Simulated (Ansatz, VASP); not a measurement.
**Two plane-wave programs on CdS**

```
Cd S
1.0
     0.08485    2.60338    2.77910
     2.69118    0.01216    2.85179
     2.71324    2.69812   -0.00989
Cd S
1 1
Direct
  0.00000 0.00000 0.00000
  0.50000 0.50000 0.50000
```

Alike in both runs: task single point; functional PBE; k mesh 2 × 2 × 2; occupations gaussian, width 0.1 eV; no spin polarisation.

|  | VASP | Ansatz |
| --- | --- | --- |
| version | VASP 6.6.1 | Ansatz 0.2.0 |
| potentials or method | VASP PAW PBE potentials, release 64 (Cd, S), cutoff 500 eV | scalar-relativistic, plane waves, PAW |
| valence electrons in the cell | 18 | 26 |

```tsv
	VASP	Ansatz	Ansatz less VASP
gap on the k mesh at the Fermi level (eV)	none	none	-
pressure (GPa)	11.0	10.6	-0.49
traceless stress, the component that is largest in VASP (GPa)	3.68	3.74	+0.061
```

A gap of «none» marks a metal or a gap that the smearing closes. With one functional, cell and mesh, what is left measures potentials, basis and numerics. VASP's potentials hold 18 valence electrons a cell and Ansatz's 26, so a difference there can come from the potentials and not from the codes.

The k mesh is coarse, so the values compare programs but aren't converged.
